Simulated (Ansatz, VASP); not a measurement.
# C in VASP and in Ansatz

INCAR

```
PREC = Accurate
ENCUT = 910
EDIFF = 1E-6
ISMEAR = -1
SIGMA = 0.05
LREAL = F
LASPH = T
NELM = 120
ALGO = Normal
ISIF = 2
LWAVE = F
LCHARG = T
GGA = CA
LELF = T
LVHAR = T
NBANDS = 11
GGA_COMPAT = F
```

File KPOINTS:

```
Automatic mesh
0
Gamma
  13 13 13
```

File POSCAR:

```
C
1.0
    0.0000000000      1.7469644787      1.7469644787
    1.7469644787      0.0000000000      1.7469644787
    1.7469644787      1.7469644787      0.0000000000
C
2
Direct
    0.7500000000      0.7500000000      0.7500000000
    0.5000000000      0.5000000000      0.5000000000
```

input.yaml

```yaml
crystal:
  lattice:
    - [0.0, 1.7469644787, 1.7469644787]
    - [1.7469644787, 0.0, 1.7469644787]
    - [1.7469644787, 1.7469644787, 0.0]
  atoms:
    - { symbol: C, position: [0.75, 0.75, 0.75] }
    - { symbol: C, position: [0.5, 0.5, 0.5] }
hamiltonian:
  xc: lda
  pseudopotentials: { kind: paw }
kpoints:
  mp_grid: { grid: [13, 13, 13] }
scf:
  occupations: { method: fermi_dirac, width: 0.05 }
output:
  forces: true
  stress: true
  eigenvalues: true
  write_density: true
  write_potential: true
  elf: true
  volumetric_format: npy
```

Alike in both runs: task single point; functional LDA; k mesh 13 × 13 × 13; occupations fermi-dirac, width 0.05 eV; no spin polarisation.

|  | VASP | Ansatz |
| --- | --- | --- |
| version | VASP 6.6.1 | Ansatz 0.2.0 |
| potentials or method | VASP PAW LDA potentials, release 64 (C_h) | Ansatz PAW |
| plane-wave cutoff (eV) | 910 | 420 |
| valence electrons in the cell | 8 | 8 |

```csv
,VASP,Ansatz,Ansatz less VASP
gap on the k mesh at the Fermi level (eV),4.26,4.26,+0.003
least direct gap on the mesh (eV),5.72,5.72,-0.003
```

LDA's correlation is that of Perdew and Zunger in VASP and of Perdew and Wang (1992) in Ansatz.

Noted on VASP's run: the cutoff is short for stress, so the pressure is rough. Noted on Ansatz's run: Pulay correction over one GPa; odd divisions of the mesh miss points on the zone boundary, where band edges often lie, so the gap on the mesh can be too wide.
